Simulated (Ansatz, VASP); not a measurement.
**HfO2 in VASP and in Ansatz**

```xyz
6
Lattice="3.5580 0.0000 0.0000 0.0000 3.5580 0.0000 0.0000 0.0000 5.1719" Properties=species:S:1:pos:R:3 pbc="T T T"
Hf    0.0000    0.0000    0.0000
Hf    1.7790    1.7790    2.5859
O     0.0000    1.7790    1.0199
O     1.7790    0.0000    1.5660
O     1.7790    0.0000    4.1519
O     0.0000    1.7790    3.6059
```

Alike in both runs: task relaxation of cell and atoms; functional PBE; k mesh 8 × 8 × 5; occupations fermi-dirac, width 0.05 eV; no spin polarisation.

|  | VASP | Ansatz |
| --- | --- | --- |
| version | VASP 6.6.1 | Ansatz 0.2.0 |
| potentials or method | VASP PAW PBE potentials, release 64 (Hf_pv, O) | Ansatz PAW |
| plane-wave cutoff (eV) | 600 | 420 |
| valence electrons in the cell | 44 | 76 |

VASP gave:

| Quantity | Value |
| --- | --- |
| relaxed volume (Å³/atom) | 11.22 |
| relaxed length of the cell vector where the two differ most in proportion (Å) | 5.227 |

Question: What did Ansatz give for the same quantities?

Answer: Relaxed volume (Å³/atom): 11.40; relaxed length of the cell vector where the two differ most in proportion (Å): 5.264.

VASP's potentials hold 44 valence electrons a cell and Ansatz's 76, so a difference there can come from the potentials and not from the codes.

Neither program's run includes spin-orbit coupling. Noted on Ansatz's run: odd divisions of the mesh miss points on the zone boundary, where band edges often lie, so the gap on the mesh can be too wide; the plane-wave basis is chosen anew once the cell has moved, so the energies of steps on either side of that aren't comparable.
